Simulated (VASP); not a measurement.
# Mn3Cu: relaxation of cell and atoms with PBEsol

Mn3Cu:

```
Mn Cu
1.0
     3.64447    0.00000    0.00000
     0.00000    3.64447    0.00000
     0.00000    0.00000    3.64447
Mn Cu
3 1
Direct
  0.00000 0.50000 0.50000
  0.50000 0.00000 0.50000
  0.50000 0.50000 0.00000
  0.00000 0.00000 0.00000
```

| Property | Result |
| --- | --- |
| Program | VASP 6.6.1 |
| Task | relaxation of cell and atoms |
| Functional | PBEsol |
| Potentials or basis | VASP PAW PBE potentials, release 64 (Mn_pv, Cu) |
| Cutoff | 600 eV |
| k mesh | 6 × 6 × 6 |
| Occupations | gaussian, width 0.1 eV |
| Spin | collinear spin, ferromagnetic start |
| Starting moments | [1.01, 1.01, 1.01, 0.0] μB |
| Dipole correction | no |
| Further INCAR settings | ALGO = Normal; EDIFF = 1e-06; IBRION = 2; EDIFFG = -0.05; NSW = 100; ISIF = 3 |

```yaml
Relaxed_volume: 10.55 Å³/atom
Relaxed_cell: a = 3.482 Å, b = 3.482 Å, c = 3.482 Å, α = 90.00°, β = 90.00°, γ = 90.00°
Space_group_after_relaxing_to_0.1_Å: Pm-3m (No. 221)
Energy_gained_by_relaxing: 132.1 meV/atom
Ionic_steps: 4
Pressure_after_relaxing: -0.3 GPa
Net_moment: 0.76 μB per cell
Site_moments: Mn +0.26; Cu -0.02 μB
Valence_electrons_inside_the_program's_atomic_spheres: Mn 11.97; Cu 10.30
```

Step by step:
```csv
step,energy change (eV),largest force (eV/Å),pressure (GPa),volume (Å³)
1,0.0000,0.0000,-23.78,48.41
2,0.1826,0.0000,49.03,36.88
3,-0.5273,0.0000,-1.46,42.40
4,-0.5284,0.0000,-0.30,42.21
```

Final structure:
```cif
data_structure
_symmetry_space_group_name_H-M 'P 1'
_symmetry_Int_Tables_number 1
_cell_length_a 3.4818
_cell_length_b 3.4818
_cell_length_c 3.4818
_cell_angle_alpha 90.000
_cell_angle_beta 90.000
_cell_angle_gamma 90.000
_cell_volume 42.21
loop_
_atom_site_label
_atom_site_type_symbol
_atom_site_fract_x
_atom_site_fract_y
_atom_site_fract_z
_atom_site_occupancy
Mn1 Mn 0.00000 0.50000 0.50000 1
Mn2 Mn 0.50000 0.00000 0.50000 1
Mn3 Mn 0.50000 0.50000 0.00000 1
Cu1 Cu 0.00000 0.00000 0.00000 1
```

Levels at points of the mesh, in eV from the Fermi level:
Spin up:
| k point | band 21 | band 22 | band 23 | band 24 | band 25 | band 26 | band 27 | band 28 | band 29 | band 30 |
| --- | --- | --- | --- | --- | --- | --- | --- | --- | --- | --- |
| (0.00, 0.00, 0.00) | -1.50 | 0.29 | 0.29 | 0.29 | 0.72 | 0.72 | 1.42 | 1.84 | 1.84 | 1.84 |
| (0.50, 0.00, 0.00) | -1.11 | -1.11 | -0.90 | -0.86 | -0.47 | -0.12 | -0.12 | 0.05 | 0.10 | 0.75 |
| (0.50, 0.50, 0.00) | -2.29 | -2.29 | -0.88 | -0.88 | -0.60 | -0.60 | -0.52 | 0.25 | 0.27 | 1.56 |
| (0.50, 0.50, 0.50) | -1.56 | -0.47 | -0.47 | -0.47 | 0.12 | 0.12 | 0.12 | 0.32 | 0.53 | 0.53 |
Spin down:
| k point | band 23 | band 24 | band 25 | band 26 | band 27 | band 28 |
| --- | --- | --- | --- | --- | --- | --- |
| (0.00, 0.00, 0.00) | 0.46 | 0.46 | 1.18 | 1.18 | 1.74 | 2.03 |
| (0.50, 0.00, 0.00) | -0.67 | -0.63 | -0.06 | 0.06 | 0.06 | 0.26 |
| (0.50, 0.50, 0.00) | -0.74 | -0.74 | -0.24 | -0.21 | -0.21 | 0.45 |
| (0.50, 0.50, 0.50) | -0.45 | -0.45 | 0.40 | 0.50 | 0.50 | 0.50 |

It took 2.4 min on 1 thread of AMD EPYC 9R45 96-Core Processor (Zen 5), with other jobs on the host, peak memory 0.19 GiB.

Caveat: the PAW data sets were made with another functional, which shifts forces and pressure a little.
